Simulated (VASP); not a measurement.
# MgO (P3m1) in VASP: single point with LDA

Aim: the single point of MgO with LDA.

Everything below comes from runs of VASP 6.6.1. Logs are shortened: lines on timing, memory, paths and dates and some standing lists are left out, and cuts for length are marked.

## (1) The cell of the first run

It takes space group P3m1 (No. 156, trigonal). The conventional cell has a = 2.938 Å, b = 2.938 Å, c = 2.680 Å, α = 90.00°, β = 90.00°, γ = 120.00°. Within 2.8 Å of Mg (site symmetry 3m) lie 6 O at 2.09 to 2.24 Å and 2 Mg at 2.68 Å. Within 2.8 Å of O (site symmetry 3m) lie 6 Mg at 2.09 to 2.24 Å and 2 O at 2.68 Å.

## (2) Single point, LDA

File INCAR:

```
PREC = Accurate ; ENCUT = 840
EDIFF = 1E-6 ; ISMEAR = 0
SIGMA = 0.05 ; LREAL = F
LASPH = T ; NELM = 120
ALGO = Normal ; ISIF = 2
LWAVE = F ; LCHARG = F
GGA = CA ; NBANDS = 15
GGA_COMPAT = F
```

File KPOINTS:

```
regular mesh
0
Gamma
  9 9 8
```

File POSCAR:

```
MgO
1.0
    2.9380209034      0.0000000000      0.0000000000
   -1.4690104517      2.5444007392      0.0000000000
    0.0000000000      0.0000000000      2.6796800000
Mg O
1 1
Direct
    0.0000000000      0.0000000000      0.0000000000
    0.3333333333      0.6666666667      0.4533526391
```

Potentials or basis: VASP PAW LDA potentials, release 64 (Mg_sv, O).

On the command line:

```console
$ cat potpaw_LDA.64/Mg_sv/POTCAR potpaw_LDA.64/O/POTCAR > POTCAR
$ mpirun -np 1 vasp_std > vasp.out
```

OUTCAR:

```text
PREC = Accurate
   ENCUT = 840
   EDIFF = 1E-6
   ISMEAR = 0
   LREAL = F
   LASPH = T
   NELM = 120
   ISIF = 2
   GGA = CA

 ion  position               nearest neighbor table
   1  0.000  0.000  0.000-   2 2.09   2 2.09   2 2.09
   2  0.333  0.667  0.453-   1 2.09   1 2.09   1 2.09

  LATTYP: Found a hexagonal cell.
 ALAT       =     2.9380209034
 C/A-ratio  =     0.9120697531

  Lattice vectors:

 A1 = (   2.9380209034,   0.0000000000,   0.0000000000)
 A2 = (  -1.4690104517,   2.5444007392,   0.0000000000)
 A3 = (   0.0000000000,   0.0000000000,   2.6796800000)

Analysis of symmetry for initial positions (statically):
=====================================================================
 Subroutine PRICEL returns:
 Original cell was already a primitive cell.

 Routine SETGRP: Setting up the symmetry group for a
 hexagonal supercell.

 Subroutine GETGRP returns: Found  6 space group operations
 (whereof  6 operations were pure point group operations)
 out of a pool of 24 trial point group operations.

The static configuration has the point symmetry C_3v.

Analysis of symmetry for dynamics (positions and initial velocities):
=====================================================================
 Subroutine PRICEL returns:
 Original cell was already a primitive cell.

 Routine SETGRP: Setting up the symmetry group for a
 hexagonal supercell.

 Subroutine GETGRP returns: Found  6 space group operations
 (whereof  6 operations were pure point group operations)
 out of a pool of 24 trial point group operations.

The dynamic configuration has the point symmetry C_3v.

 Subroutine INISYM returns: Found  6 space group operations
 (whereof  6 operations are pure point group operations),
 and found     1 'primitive' translations

----------------------------------------------------------------------------------------

                                     Primitive cell

  volume of cell :      20.0320

  direct lattice vectors                    reciprocal lattice vectors
     2.938020903  0.000000000  0.000000000     0.340365175  0.196509926  0.000000000
    -1.469010452  2.544400739  0.000000000     0.000000000  0.393019851  0.000000000
     0.000000000  0.000000000  2.679680000     0.000000000  0.000000000  0.373178887

  length of vectors
     2.938020903  2.938020903  2.679680000     0.393019851  0.393019851  0.373178887

  position of ions in fractional coordinates (direct lattice)
     0.000000000  0.000000000  0.000000000
     0.333333333  0.666666667  0.453352639

  ion indices of the primitive-cell ions
   primitive index   ion index
                 1           1
                 2           2

----------------------------------------------------------------------------------------

 KPOINTS: regular mesh

Automatic generation of k-mesh.
 Grid dimensions read from file:
 generate k-points for:    9    9    8

 Generating k-lattice:

  Cartesian coordinates                     Fractional coordinates (reciprocal lattice)
     0.037818353  0.021834436  0.000000000     0.111111111 -0.000000000  0.000000000
     0.000000000  0.043668872  0.000000000     0.000000000  0.111111111  0.000000000
     0.000000000  0.000000000  0.046647361     0.000000000  0.000000000  0.125000000

  Length of vectors
     0.043668872  0.043668872  0.046647361

  Shift w.r.t. Gamma in fractional coordinates (k-lattice)
     0.000000000  0.000000000  0.000000000

 Subroutine IBZKPT returns following result:
 ===========================================

 Found     81 irreducible k-points:

 Following reciprocal coordinates:
            Coordinates               Weight
  0.000000  0.000000  0.000000      1.000000
  0.111111 -0.000000  0.000000      6.000000
  0.222222 -0.000000  0.000000      6.000000
  0.333333 -0.000000  0.000000      6.000000
  0.444444 -0.000000  0.000000      6.000000
  0.111111  0.111111  0.000000      6.000000
[... 16 lines left out ...]
  0.222222  0.111111  0.125000     12.000000
 -0.111111  0.333333  0.125000     12.000000
 [... further k-points ...]
   k-points           NKPTS =     81   k-points in BZ     NKDIM =     81   number of bands    NBANDS=     15
   number of dos      NEDOS =    301   number of ions     NIONS =      2
   total plane-waves  NPLWV =  21952
   dimension x,y,z NGX =    28 NGY =   28 NGZ =   28
   dimension x,y,z NGXF=    56 NGYF=   56 NGZF=   56
   ions per type =               1   1
   NGX,Y,Z   is equivalent  to a cutoff of  15.84, 15.84, 17.37 a.u.
   NGXF,Y,Z  is equivalent  to a cutoff of  31.69, 31.69, 34.74 a.u.
 SYSTEM =  unknown system
   PREC   = accura    normal or accurate (medium, high low for compatibility)
   ISTART =      0    job   : 0-new  1-cont  2-samecut
   ICHARG =      2    charge: 1-file 2-atom 10-const
   ISPIN  =      1    spin polarized calculation?
   LNONCOLLINEAR =      F non collinear calculations
   LSORBIT =      F    spin-orbit coupling
   LASPH  =      T    aspherical Exc in radial PAW
   ENCUT  =  840.0 eV  61.74 Ry    7.86 a.u.   6.94  6.94  6.33*2*pi/ulx,y,z
   NELM   =    120;   NELMIN=  2; NELMDL= -5     # of ELM steps
   EDIFF  = 0.1E-05   stopping-criterion for ELM
   LREAL  =      F    real-space projection
   EDIFFG = 0.1E-04   stopping-criterion for IOM
   NSW    =      0    number of steps for IOM
   IBRION =     -1    ionic relax: 0-MD 1-quasi-New 2-CG
   NFREE  =      0    steps in history (QN), initial steepest desc. (CG)
   ISIF   =      2    stress and relaxation
   ISYM   =      2    0-nonsym 1-usesym 2-fastsym
   POTIM  = 0.5000    time-step for ionic-motion
   TEBEG  =    0.0;   TEEND  =   0.0 temperature during run
   PSTRESS=    0.0 pullay stress
   NELECT =      16.0000    total number of electrons
   NUPDOWN=      -1.0000    fix difference up-down
   EMIN   =  10.00;   EMAX   =-10.00  energy-range for DOS
   EFERMI =   0.00;   METHOD = LEGACY
   ISMEAR =     0;   SIGMA  =   0.05  broadening in eV -4-tet -1-fermi 0-gaus
   EFERMI_NEDOS =   21; number of points for ismear=-14 and -15
   IALGO  =     38    algorithm
   IMIX   =      4    mixing-type and parameters
     AMIX     =   0.40;   BMIX     =  1.00
     AMIX_MAG =   1.60;   BMIX_MAG =  1.00
  volume/ion in A,a.u.               =      10.02        67.59
  Fermi-wavevector in a.u.,A,eV,Ry     =   1.518939  2.870379 31.391038  2.307176
  Thomas-Fermi vector in A             =   2.627992
   LORBIT       =      0    0 simple, 1 ext, 2 COOP (PROOUT), +10 PAW based schemes
   GGA     = CA    functional components
   LHFCALC =     F    Hartree Fock is set to
   AEXX    =    0.0000 exact exchange contribution
   IVDW    =     0    specifies the selected vdW correction
   LEPSILON=     F    determine dielectric tensor
   LRPA    =     F    only Hartree local field effects (RPA)
 non-spin polarized calculation
 Gauss-broadening in eV      SIGMA  =   0.05
  energy-cutoff  :      840.00
  volume of cell :       20.03
 maximum number of plane-waves:      1135
   NGX = 13   NGY = 13   NGZ = 13

 number of electron      16.0000009 magnetization

 Free energy of the ion-electron system (eV)
  ---------------------------------------------------
  ext. energy  EPLUGINS =         0.00000000
  ---------------------------------------------------
  free energy    TOTEN  =       -12.47534925 eV

  energy without entropy =      -12.47534925  energy(sigma->0) =      -12.47534925

 E-fermi :   3.0787     XC(G=0): -11.5425

 val. band max:        2.7191088158   @ k =   0.3333   0.3333   0.0000
 cond. band min:       5.6585496547   @ k =   0.0000   0.0000   0.0000
 fundamental gap:      2.9394408389
 Fermi energy:         3.0786636795

 k-point     1 :       0.0000    0.0000    0.0000
  band No.  band energies     occupation
      1     -69.6463      2.00000
      2     -37.1178      2.00000
      3     -37.1178      2.00000
      4     -37.0683      2.00000
      5     -14.4517      2.00000
      6       2.0715      2.00000
      7       2.0715      2.00000
      8       2.2929      2.00000
      9       5.6585      0.00000
     10      14.4451      0.00000
     11      18.0179      0.00000
     12      18.0179      0.00000
     13      21.6671      0.00000
     14      24.0764      0.00000
     15      24.9200      0.00000

 k-point     2 :       0.1111   -0.0000    0.0000
  band No.  band energies     occupation
      1     -69.6452      2.00000
      2     -37.1266      2.00000
      3     -37.1197      2.00000
      4     -37.0673      2.00000
      5     -14.3382      2.00000
      6       1.2746      2.00000
      7       1.9804      2.00000
      8       2.3397      2.00000
      9       6.4020      0.00000
     10      14.4216      0.00000
     11      16.9096      0.00000
     12      18.3289      0.00000
     13      22.5578      0.00000
     14      24.0111      0.00000
     15      25.1199      0.00000

 k-point     3 :       0.2222   -0.0000    0.0000
  band No.  band energies     occupation
      1     -69.6429      2.00000
      2     -37.1489      2.00000
      3     -37.1248      2.00000
      4     -37.0647      2.00000
      5     -14.0357      2.00000
      6      -0.1440      2.00000
      7       1.7599      2.00000
      8       2.4465      2.00000
      9       7.6888      0.00000
     10      13.7199      0.00000
     11      16.3263      0.00000
     12      19.0668      0.00000
     13      22.4166      0.00000
     14      23.5024      0.00000
     15      25.8631      0.00000
[... 343 lines left out ...]
 k-point    23 :       0.2222    0.1111    0.1250
  band No.  band energies     occupation
      1     -69.6395      2.00000
      2     -37.1610      2.00000
      3     -37.1294      2.00000
      4     -37.0798      2.00000
      5     -13.6693      2.00000
      6      -0.7339      2.00000
      7       1.4232      2.00000
      8       1.7674      2.00000
      9       8.9643      0.00000
     10      13.4452      0.00000
     11      16.7343      0.00000
     12      18.4727      0.00000
     13      20.7365      0.00000
     14      23.8786      0.00000
     15      26.6571      0.00000

 k-point    24 :      -0.1111    0.3333    0.1250
  band No.  band energies     occupation
      1     -69.6395      2.00000
      2     -37.1610      2.00000
      3     -37.1294      2.00000
      4     -37.0798      2.00000
      5     -13.6696      2.00000
      6      -0.7341      2.00000
      7       1.4271      2.00000
      8       1.7713      2.00000
      9       8.9881      0.00000
     10      13.2147      0.00000
     11      16.7693      0.00000
     12      18.6919      0.00000
     13      21.3297      0.00000
     14      23.2963      0.00000
     15      26.3886      0.00000

 [... further k-points ...]

------------------------ aborting loop because EDIFF is reached ----------------------------------------

  FORCE on cell =-STRESS in cart. coord.  units (eV):
  Direction    XX          YY          ZZ          XY          YZ          ZX
  --------------------------------------------------------------------------------------
  -------------------------------------------------------------------------------------
  Total       -0.9349914     -0.9349914     -1.0130646      0.0000000      0.0000000      0.0000000
  in kB      -74.7816171    -74.7816171    -81.0260005      0.0000000      0.0000000      0.0000000
  external PRESSURE =     -76.8630782 kB  Pullay stress =       0.0000000 kB

 VOLUME and BASIS-vectors are now :
 -----------------------------------------------------------------------------
  energy-cutoff  :      840.00
  volume of cell :       20.03
      direct lattice vectors                 reciprocal lattice vectors
     2.938020903  0.000000000  0.000000000     0.340365175  0.196509926  0.000000000
    -1.469010452  2.544400739  0.000000000     0.000000000  0.393019851  0.000000000
     0.000000000  0.000000000  2.679680000     0.000000000  0.000000000  0.373178887

 POSITION                                       TOTAL-FORCE (eV/Angst)
 -----------------------------------------------------------------------------------
      0.00000      0.00000      0.00000         0.000000      0.000000     -0.378886
     -0.00000      1.69627      1.21484        -0.000000     -0.000000      0.378886
 -----------------------------------------------------------------------------------
    total drift:                                0.000000      0.000000      0.000164

  FREE ENERGIE OF THE ION-ELECTRON SYSTEM (eV)
  ---------------------------------------------------
  free  energy   TOTEN  =       -12.4753492542 eV

  energy  without entropy=      -12.4753492542  energy(sigma->0) =      -12.47534925
```

Wall time 24 s (1 thread of Intel Xeon Platinum 8259CL at 2.50GHz (Skylake/Cascade Lake), shared host); peak memory 0.17 GiB.

What came out:

```yaml
Free_energy: -12.4753 eV
Pressure: -7.7 GPa
Largest_force: 0.379 eV/Å
Band_gap_on_the_k_mesh: 2.94 eV (least direct gap 3.37 eV)
```

Forces on the atoms (eV/Å):
```
Mg   0.000  0.000 -0.379
O    0.000  0.000  0.379
```

Levels at points of the mesh, in eV from the valence-band top:
```csv
k point,band 5,band 6,band 7,band 8,band 9,band 10,band 11,band 12
"(0.00, 0.00, 0.00)",-17.17,-0.65,-0.65,-0.43,2.94,11.73,15.30,15.30
"(0.00, 0.00, 0.50)",-16.03,-5.42,-0.14,-0.14,8.13,8.90,17.28,17.28
```

Caveat: the cell differs from its parent crystal (all O atoms moved +0.125 Å, as atom 2 towards its neighbour atom 2 (O) at 2.680 Å); the cell stands under tension. A k mesh can miss the band edges.
